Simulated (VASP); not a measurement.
Set up this calculation in VASP 6.6.1, as the native input.

```yaml
Task: relaxation of cell and atoms
Functional: PBE
Dispersion: D4
Potentials_or_basis: VASP PAW PBE potentials, release 64 (Ti_sv)
Cutoff: 600 eV
k_mesh: 11 × 11 × 11
Occupations: fermi-dirac, width 0.05 eV
Spin: no spin polarisation
Dipole_correction: no
Further_INCAR_settings: ALGO = Normal; EDIFF = 1e-07; IBRION = 2; EDIFFG = -0.01; NSW = 60; ISIF = 3
```

The structure of Ti lies in POSCAR:

```
Ti
1.0
    0.0000000000      2.0300000000      2.0300000000
    2.0300000000      0.0000000000      2.0300000000
    2.0300000000      2.0300000000      0.0000000000
Ti
1
Direct
    0.0000000000      0.0000000000      0.0000000000
```

These files were run (other wordings do the same):

INCAR

```
ALGO = Normal ; EDIFF = 1E-7
EDIFFG = -0.01 ; ENCUT = 600
GGA = PE ; IBRION = 2
ISIF = 3 ; ISMEAR = -1
IVDW = 13 ; LASPH = True
LCHARG = False ; LREAL = False
LWAVE = False ; NELM = 100
NSW = 60 ; PREC = Accurate
SIGMA = 0.05
```

KPOINTS

```
k-points
0
Gamma
  11 11 11
```

Potentials or basis: VASP PAW PBE potentials, release 64 (Ti_sv).

Command:

```sh
$ cat potpaw_PBE.64/Ti_sv/POTCAR > POTCAR
$ mpirun -np 1 vasp_std > vasp.out
```

It gave:

```json
{
  "Relaxed volume": "17.01 Å³/atom",
  "Relaxed cell": "a = 2.887 Å, b = 2.887 Å, c = 2.887 Å, α = 60.00°, β = 60.00°, γ = 60.00°",
  "Space group after relaxing (to 0.05 Å)": "Fm-3m (No. 225)",
  "Energy gained by relaxing": "1.6 meV/atom",
  "Ionic steps": "3",
  "Pressure after relaxing": "0.0 GPa",
  "Band gap on the k mesh": "zero (band 6 reaches 9.34 eV, above the bottom of band 7 at 8.16 eV)",
  "Dispersion energy per atom": "-0.206 eV"
}
```

Caveat: pairwise dispersion overbinds metals, which lowers pressure and volume.

Run time: 48 s on 1 thread of AMD EPYC 7R43 64-Core Processor (Zen 3) (shared host), peak memory 0.12 GiB.
